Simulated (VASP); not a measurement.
Runs of VASP 6.6.1 on Cu. The structure is that of space group I4/mmm (No. 139), or close to it. The cells are those of the table. 

| cell | further INCAR settings | gap on the mesh (eV) | pressure (GPa) |
| --- | --- | --- | --- |
| a = 2.490, b = 2.490, c = 2.777 Å, angles 56.1, 56.1, 67.8°, 1 atom | ALGO = Fast; EDIFF = 1e-06; NBANDS = 12 | none | 3.2 |
| a = 2.504, b = 2.504, c = 2.698 Å, angles 57.4, 57.4, 65.2°, 1 atom | ALGO = Fast; EDIFF = 1e-06; NBANDS = 12 | none | 2.9 |
| a = 2.489, b = 2.489, c = 2.951 Å, angles 53.6, 53.6, 72.7°, 1 atom | ALGO = Fast; EDIFF = 1e-07; NBANDS = 12 | none | 3.1 |
| a = 2.716, b = 2.716, c = 2.342 Å, angles 64.5, 64.5, 51.1°, 1 atom | ALGO = Fast; EDIFF = 1e-06; NBANDS = 12 | none | (a) |
| a = 2.847, b = 2.847, c = 2.233 Å, angles 66.9, 66.9, 46.2°, 1 atom | ALGO = Fast; EDIFF = 1e-06; NBANDS = 12 | none | 19.2 |
| a = 2.525, b = 2.525, c = 2.628 Å, angles 58.6, 58.6, 62.7°, 1 atom | ALGO = Fast; EDIFF = 1e-07; NBANDS = 12 | none | (b) |
| a = 2.789, b = 2.789, c = 2.277 Å, angles 65.9, 65.9, 48.2°, 1 atom | ALGO = Fast; EDIFF = 1e-07; NBANDS = 12 | none | (c) |
| a = 2.657, b = 2.657, c = 2.405 Å, angles 63.1, 63.1, 53.8°, 1 atom | ALGO = Fast; EDIFF = 1e-06; NBANDS = 12 | none | 4.6 |

Alike in all rows: task single point; level PBE; potentials or basis VASP PAW PBE potentials, release 64 (Cu); no spin polarisation; k mesh 24 × 24 × 24; cutoff (eV) 520; smearing gaussian 0.15 eV.

Q: Estimate the missing entries.

A: (a) 7.9; (b) 2.6; (c) 13.3.

A gap of «none» marks levels without a gap at the run's occupations.
